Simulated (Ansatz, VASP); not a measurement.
Given: the input of a run of Ansatz 0.2.0 on BiS.

File input.yaml:

```yaml
crystal:
  lattice:
    - [4.0294546777, 0.0, 0.0]
    - [0.0, 4.0294546777, 0.0]
    - [0.0, 0.0, 4.0294546777]
  atoms:
    - { symbol: Bi, position: [0.5, 0.5, 0.5] }
    - { symbol: S, position: [0.0, 0.0, 0.0] }
kpoints:
  mp_grid: { grid: [7, 7, 7] }
scf:
  occupations: { method: fermi_dirac, width: 0.05 }
hamiltonian:
  xc: pbe
  pseudopotentials: { kind: all_electron, lapw: { basis_error: 0.0005 } }
output:
  forces: true
  stress: true
  eigenvalues: true
```

Potentials or basis: all-electron LAPW, scalar-relativistic.

Command:

```sh
$ ansatz run input.yaml --threads 1 --pin off --max-ram 3072MiB --backend cpu --events-out ev --progress --plain --runs-dir out
```

Task: Set up the same calculation for VASP 6.6.1. Potentials there: VASP PAW PBE potentials, release 64 (Bi_d, S).

Result: As run (the cutoff follows the program's own potentials):

INCAR

```
SYSTEM = BiS
  ALGO = Normal
  EDIFF = 1E-6
  ENCUT = 520
  GGA = PE
  ISIF = 2
  ISMEAR = -1
  LASPH = .True.
  LCHARG = .False.
  LREAL = .False.
  LWAVE = .False.
  NBANDS = 18
  NELM = 60
  PREC = Accurate
  SIGMA = 0.05
```

Contents of KPOINTS:

```
k-points
0
Gamma
  7 7 7
  0 0 0
```

POSCAR

```
BiS
1.0
    4.0294546777      0.0000000000      0.0000000000
    0.0000000000      4.0294546777      0.0000000000
    0.0000000000      0.0000000000      4.0294546777
Bi S
1 1
Direct
    0.5000000000      0.5000000000      0.5000000000
    0.0000000000      0.0000000000      0.0000000000
```

Potentials or basis: VASP PAW PBE potentials, release 64 (Bi_d, S).

Run with:

```console
$ cat potpaw_PBE.64/Bi_d/POTCAR potpaw_PBE.64/S/POTCAR > POTCAR
$ mpirun -np 1 vasp_std > vasp.out
```

Both were run:

|  | VASP | Ansatz | Ansatz less VASP |
| --- | --- | --- | --- |
| gap on the k mesh at the Fermi level (eV) | none | none | - |
| pressure (GPa) | -11.1 | -11.1 | +0.06 |

A gap of «none» marks a metal or a gap that the smearing closes. Ansatz ran all-electron here, and VASP with PAW potentials.

Neither program's run includes spin-orbit coupling.
